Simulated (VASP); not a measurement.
Set up this calculation in VASP 6.6.1, as the native input.

```
Task                   : single point
Functional             : PBE
Potentials or basis    : VASP PAW PBE potentials, release 64 (Ta_pv, N)
Cutoff                 : 520 eV
k mesh                 : 6 × 6 × 9
Occupations            : fermi-dirac, width 0.05 eV
Spin                   : no spin polarisation
Dipole correction      : no
Further INCAR settings : ALGO = Normal; EDIFF = 1e-07; NBANDS = 33
```

The structure of TaN lies in POSCAR:

```
TaN
1.0
    5.2275932592      0.0000000000      0.0000000000
   -2.6137966296      4.5272285631      0.0000000000
    0.0000000000      0.0000000000      2.9210022472
Ta N
3 3
Direct
    0.0000000000      0.0000000000      0.0000000000
    0.6666666667      0.3333333333      0.5000000000
    0.3333333333      0.6666666667      0.5000000000
    0.0000000000      0.3924682647      0.0000000000
    0.6075317353      0.6075317353      0.0000000000
    0.3924682647      0.0000000000      0.0000000000
```

These files were run (other wordings do the same):

INCAR

```
SYSTEM = TaN
PREC = Accurate
ENCUT = 520
EDIFF = 1E-7
ISMEAR = -1
SIGMA = 0.05
LREAL = .False.
LASPH = .True.
NELM = 80
ALGO = Normal
ISIF = 2
LWAVE = .False.
LCHARG = .False.
GGA = PE
NBANDS = 33
```

KPOINTS

```
regular mesh
0
Gamma
  6 6 9
  0 0 0
```

Potentials or basis: VASP PAW PBE potentials, release 64 (Ta_pv, N).

The run is started by

```sh
$ cat potpaw_PBE.64/Ta_pv/POTCAR potpaw_PBE.64/N/POTCAR > POTCAR
$ mpirun -np 1 vasp_std > vasp.out
```

It gave:

| Property | Result |
| --- | --- |
| Pressure | 0.7 GPa |
| Largest force | 0.005 eV/Å |
| Band gap on the k mesh | zero (band 24 reaches 9.91 eV, above the bottom of band 25 at 6.84 eV) |

Caveat: spin-orbit coupling is left out, which moves the levels of the heavy elements.

It took 58 s on 1 thread of AMD EPYC 9R45 96-Core Processor (Zen 5), with other jobs on the host, peak memory 0.19 GiB.
